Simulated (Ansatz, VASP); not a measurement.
**Two plane-wave programs on Ag**

INCAR

```
SYSTEM = Ag
  PREC = Accurate
  ENCUT = 520
  EDIFF = 1E-8
  ISMEAR = -1
  SIGMA = 0.05
  LREAL = .False.
  LASPH = .True.
  NELM = 60
  ALGO = Normal
  ISIF = 2
  LWAVE = .False.
  LCHARG = .False.
  GGA = PE
  LEFG = .True.
  NBANDS = 24
```

KPOINTS

```
regular mesh
0
Gamma
  12 12 12
  0 0 0
```

The input POSCAR:

```
Ag
1.0
    1.4730471633      0.8504641762      7.2046500000
   -1.4730471633      0.8504641762      7.2046500000
    0.0000000000     -1.7009283525      7.2046500000
Ag
3
Direct
    0.0111140500      0.0111140500     -0.0388859500
    0.7666049500      0.7666049500      0.8166049500
    0.2222810000      0.2222810000      0.2222810000
```

Input for Ansatz:

```yaml
crystal:
  lattice:
    - [1.4730471633, 0.8504641762, 7.20465]
    - [-1.4730471633, 0.8504641762, 7.20465]
    - [0.0, -1.7009283525, 7.20465]
  atoms:
    - { symbol: Ag, position: [0.01111405, 0.01111405, -0.03888595] }
    - { symbol: Ag, position: [0.76660495, 0.76660495, 0.81660495] }
    - { symbol: Ag, position: [0.222281, 0.222281, 0.222281] }
kpoints:
  mp_grid: { grid: [12, 12, 12] }
scf:
  occupations: { method: fermi_dirac, width: 0.05 }
hamiltonian:
  xc: pbe
  pseudopotentials: { kind: paw }
output:
  forces: true
  stress: true
  eigenvalues: true
  efg: { contact_densities: true }
  populations: true
```

Change from the starting cell: shortest bond scaled by 1.1, PAW files.

Alike in both runs: task electric field gradients; functional PBE; k mesh 12 × 12 × 12; occupations fermi-dirac, width 0.05 eV; no spin polarisation.

```csv
,VASP,Ansatz
version,VASP 6.6.1,Ansatz 0.2.0
potentials or method,"VASP PAW PBE potentials, release 64 (Ag)","PAW with Ansatz's default frozen-core files, scalar-relativistic"
plane-wave cutoff (eV),520,420
valence electrons in the cell,33,57
```

|  | VASP | Ansatz | Ansatz less VASP |
| --- | --- | --- | --- |
| pressure (GPa) | 0.6 | 0.7 | +0.12 |
| traceless stress, the component that is largest in VASP (GPa) | 0.71 | 0.72 | +0.010 |
| rms of the force components (eV/Å) | 0.337 | 0.341 | +0.0038 |
| size of Vzz on the site where it differs most (V/Å²) | 6.7 | 1.7 | -5.04 |

Atom by atom the forces differ by 0.004 eV/Å (rms over components). VASP's potentials hold 33 valence electrons a cell and Ansatz's 57, so a difference there can come from the potentials and not from the codes.
